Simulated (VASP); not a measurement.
Wanted: the native input for a VASP 6.6.1 run.

- Task: single point
- Functional: r2SCAN
- Potentials or basis: VASP PAW PBE potentials, release 64 (Si)
- Cutoff: 520 eV
- k mesh: 24 × 24 × 24
- Occupations: gaussian, width 0.15 eV
- Spin: no spin polarisation
- Dipole correction: no
- Further INCAR settings: ALGO = Normal; EDIFF = 1e-07; NBANDS = 8

Si:

```xyz
1
Lattice="2.7605 0.0000 0.0000 -1.3802 2.3906 0.0000 0.0000 0.0000 2.4938" Properties=species:S:1:pos:R:3 pbc="T T T"
Si    0.0000    0.0000    0.0000
```

This cell differs from its parent crystal: strain +0.050 along x and y, +0.000 along z.

The input as run:

POSCAR

```
Si
1.0
    2.7604509479      0.0000000000      0.0000000000
   -1.3802254740      2.3906206468      0.0000000000
    0.0000000000      0.0000000000      2.4937990725
Si
1
Direct
    0.0000000000      0.0000000000      0.0000000000
```

INCAR.step1

```
  ALGO = Normal
  EDIFF = 1E-4
  ENCUT = 520
  GGA = PE
  ISMEAR = 0
  LASPH = T
  LCHARG = F
  LREAL = F
  LWAVE = T
  NBANDS = 8
  NELM = 80
  PREC = Accurate
  SIGMA = 0.15
```

INCAR.step2

```
  ALGO = Normal
  EDIFF = 1E-7
  ENCUT = 520
  ISIF = 2
  ISMEAR = 0
  ISTART = 1
  LASPH = T
  LCHARG = T
  LELF = T
  LMIXTAU = T
  LREAL = F
  LVHAR = T
  LWAVE = F
  METAGGA = R2SCAN
  NBANDS = 8
  NELM = 80
  PREC = Accurate
  SIGMA = 0.15
```

KPOINTS

```
k-points
0
Gamma
  24 24 24
```

Potentials or basis: VASP PAW PBE potentials, release 64 (Si).

Run with:

```sh
$ cat potpaw_PBE.64/Si/POTCAR > POTCAR
$ cp INCAR.step1 INCAR
$ mpirun -np 1 vasp_std > vasp.out
$ cp INCAR.step2 INCAR
$ mpirun -np 1 vasp_std > vasp.out
```

It gave:

* Pressure: -8.2 GPa
* Band gap on the k mesh: zero (band 2 reaches 16.37 eV, above the bottom of band 3 at 3.92 eV)

Caveat: the cell differs from its parent crystal (strain +0.050 along x and y, +0.000 along z); the PAW data sets were made with another functional, which shifts forces and pressure a little.

Wall time 4.2 min on 1 thread of AMD EPYC 9R45 96-Core Processor (Zen 5), with other jobs on the host, peak memory 0.17 GiB.
